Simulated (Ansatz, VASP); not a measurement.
One calculation of Si, two programs

```
Si
1.0
     3.84753    0.00000    0.00000
    -1.92376    3.33205    0.00000
     0.00000    0.00000   18.44160
Si
4
Direct
  0.33333 0.66667 0.26954
  0.66667 0.33333 0.24401
  0.00000 0.33333 0.50113
  0.33333 0.00000 0.47560
```

Alike in both runs: task single point; functional PBE; dispersion D3(BJ); k mesh 9 × 9 × 1; occupations gaussian, width 0.1 eV; no spin polarisation.

|  | VASP | Ansatz |
| --- | --- | --- |
| version | VASP 6.6.1 | Ansatz 0.2.0 |
| potentials or method | VASP PAW PBE potentials, release 64 (Si), cutoff 520 eV | scalar-relativistic, plane waves, PAW |
| valence electrons in the cell | 16 | 16 |

```tsv
	VASP	Ansatz	Ansatz less VASP
gap on the k mesh at the Fermi level (eV)	0.41	0.41	0.000
least direct gap on the mesh (eV)	0.41	0.41	0.000
rms of the force components (eV/Å)	0.078	0.080	+0.0016
```

Atom by atom the forces differ by 0.003 eV/Å (rms over components).
